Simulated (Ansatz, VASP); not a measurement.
## One calculation of Al2B2As, two programs

The input INCAR:

```
PREC     = Accurate       # precision mode
ENCUT    = 600            # plane-wave cutoff, eV
EDIFF    = 1E-7           # SCF threshold, eV
ISMEAR   = 0              # smearing method
SIGMA    = 0.1            # smearing width, eV
LREAL    = F              # projectors in reciprocal space
LASPH    = T              # aspherical terms in the spheres
NELM     = 80             # most SCF steps
ALGO     = Normal         # electronic algorithm
ISIF     = 3              # what is computed and relaxed
LWAVE    = F              # write WAVECAR
LCHARG   = F              # write CHGCAR
GGA      = PE             # functional
IBRION   = 2              # ionic algorithm
NSW      = 100            # ionic steps
EDIFFG   = -0.01          # ionic threshold
```

File KPOINTS:

```
regular mesh
0
Gamma
  18 18 4
```

POSCAR

```
Al2B2As
1.0
    2.7991079469      0.0000000000      0.0000000000
   -1.3995539735      2.4240985900      0.0000000000
    0.0000000000      0.0000000000     11.2783755977
Al B As
2 2 1
Direct
    0.0000000000      0.0000000000      0.2367568471
    0.0000000000      0.0000000000      0.7632431529
    0.0000000000      0.0000000000      0.5720884917
    0.0000000000      0.0000000000      0.4279115083
    0.0000000000      0.0000000000      0.0000000000
```

Input for Ansatz:

```yaml
crystal:
  lattice:
    - [2.7991079469, 0.0, 0.0]
    - [-1.3995539735, 2.42409859, 0.0]
    - [0.0, 0.0, 11.2783755977]
  atoms:
    - { symbol: Al, position: [0.0, 0.0, 0.2367568471] }
    - { symbol: Al, position: [0.0, 0.0, 0.7632431529] }
    - { symbol: B, position: [0.0, 0.0, 0.5720884917] }
    - { symbol: B, position: [0.0, 0.0, 0.4279115083] }
    - { symbol: As, position: [0.0, 0.0, 0.0] }
basis:
  ecutwfc: 420
kpoints:
  mp_grid: { grid: [18, 18, 4] }
hamiltonian:
  xc: pbe
scf:
  occupations: { method: gaussian, width: 0.1 }
output:
  forces: true
  stress: true
  eigenvalues: true
  write_density: true
  write_potential: true
  elf: true
  volumetric_format: npy
relax:
  adjacent_minimum: "off"
  f_tol: 0.01
  max_steps: 80
  cell: { stress_tol: 0.05 }
```

Alike in both runs: task relaxation of cell and atoms; functional PBE; k mesh 18 × 18 × 4; occupations gaussian, width 0.1 eV; no spin polarisation.

```csv
,VASP,Ansatz
version,VASP 6.6.1,Ansatz 0.2.0
potentials or method,"VASP PAW PBE potentials, release 64 (Al, B, As), cutoff 600 eV","scalar-relativistic, plane waves, PAW"
valence electrons in the cell,17,27
```

Ansatz gave:

```
gap on the k mesh at the Fermi level, each at its own relaxed structure (eV) : none
relaxed volume (Å³/atom)                                                     : 15.10
relaxed length of the cell vector where the two differ most in proportion (Å)              : 11.457
```

Task: Estimate VASP's values.

Result: gap on the k mesh at the Fermi level, each at its own relaxed structure (eV): none; relaxed volume (Å³/atom): 15.10; relaxed length of the cell vector where the two differ most in proportion (Å): 11.459.

A gap of «none» marks a metal or a gap that the smearing closes. VASP's potentials hold 17 valence electrons a cell and Ansatz's 27, so a difference there can come from the potentials and not from the codes.
